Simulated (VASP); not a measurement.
GaN, 2 atoms in the cell. It takes space group F-43m (No. 216, cubic). Conventional cell: a = 4.498 Å, b = 4.498 Å, c = 4.498 Å, α = 90.00°, β = 90.00°, γ = 90.00°. Ga (site symmetry -43m) has 4 N at 1.95 Å within 2.6 Å. Within 2.6 Å of N (site symmetry -43m) lie 4 Ga at 1.95 Å. 

| Item | Value |
| --- | --- |
| Program | VASP 6.6.1 |
| Task | single point |
| Functional | LDA |
| Potentials or basis | VASP PAW LDA potentials, release 64 (Ga_d, N) |
| Cutoff | 520 eV |
| k mesh | 10 × 10 × 10 |
| Occupations | gaussian, width 0.01 eV |
| Spin | no spin polarisation |
| Dipole correction | no |
| Further INCAR settings | ALGO = Normal; EDIFF = 1e-06; NBANDS = 16 |

Potentials or basis: VASP PAW LDA potentials, release 64 (Ga_d, N).

Launch:

```sh
$ cat potpaw_LDA.64/Ga_d/POTCAR potpaw_LDA.64/N/POTCAR > POTCAR
$ mpirun -np 1 vasp_std > vasp.out
```

Hardware: 1 thread of Intel(R) Xeon(R) 6975P-C (Granite Rapids) (shared host).

Problem. How long does it take, and how much memory?

Solution. Wall time 6.5 s on 1 thread of Intel(R) Xeon(R) 6975P-C (Granite Rapids) (shared host), peak memory 0.13 GiB. Counts: scf iterations 13, k points 47.
